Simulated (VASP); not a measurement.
Here is a VASP 6.6.1 calculation.

Contents of INCAR:

```
PREC = Accurate ; ENCUT = 500
EDIFF = 1E-6 ; ISMEAR = 0
SIGMA = 0.1 ; LREAL = False
LASPH = True ; NELM = 200
ALGO = Normal ; ISIF = 2
LWAVE = False ; LCHARG = False
GGA = PE ; NBANDS = 40
GGA_COMPAT = False ; LMAXMIX = 6
```

KPOINTS

```
Automatic mesh
0
Gamma
  6 6 4
```

File POSCAR:

```
TmB3Au
1.0
    1.5706343077     -7.8149687409      0.0000000000
    1.5706343077      7.8149687409      0.0000000000
    0.0000000000      0.0000000000      5.1978651484
Tm B Au
2 6 2
Direct
    0.1282623612      0.8717376388      0.2500000000
    0.8717376388      0.1282623612      0.7500000000
    0.1525046333      0.8474953667      0.7500000000
    0.7529365768      0.2470634232      0.4157363796
    0.7529365768      0.2470634232      0.0842636204
    0.2470634232      0.7529365768      0.9157363796
    0.2470634232      0.7529365768      0.5842636204
    0.8474953667      0.1525046333      0.2500000000
    0.5515620749      0.4484379251      0.7500000000
    0.4484379251      0.5515620749      0.2500000000
```

Potentials or basis: VASP PAW PBE potentials, release 64 (Tm_3, B, Au), 4f in core.

Launch:

```console
$ cat potpaw_PBE.64/Tm_3/POTCAR potpaw_PBE.64/B/POTCAR potpaw_PBE.64/Au/POTCAR > POTCAR
$ mpirun -np 1 vasp_std > vasp.out
```

Q: Predict the largest force.

A: 0.063 eV/Å.

Q: Predict the band gap on the k mesh.

A: Zero (bands 29 and 30 overlap by 1.78 eV).

Q: Predict the pressure.

A: 0.6 GPa.

Stress tensor (GPa, compression positive):
```
0.45 0.00 0.00
0.00 0.71 0.00
0.00 0.00 0.66
```

Caveat: spin-orbit coupling is left out, which moves the levels of the heavy elements; the 4f electrons are frozen in the core, so they carry no moment and show no levels. Spin polarisation is off, so any magnetic state and its effect on volume and gap are missing.
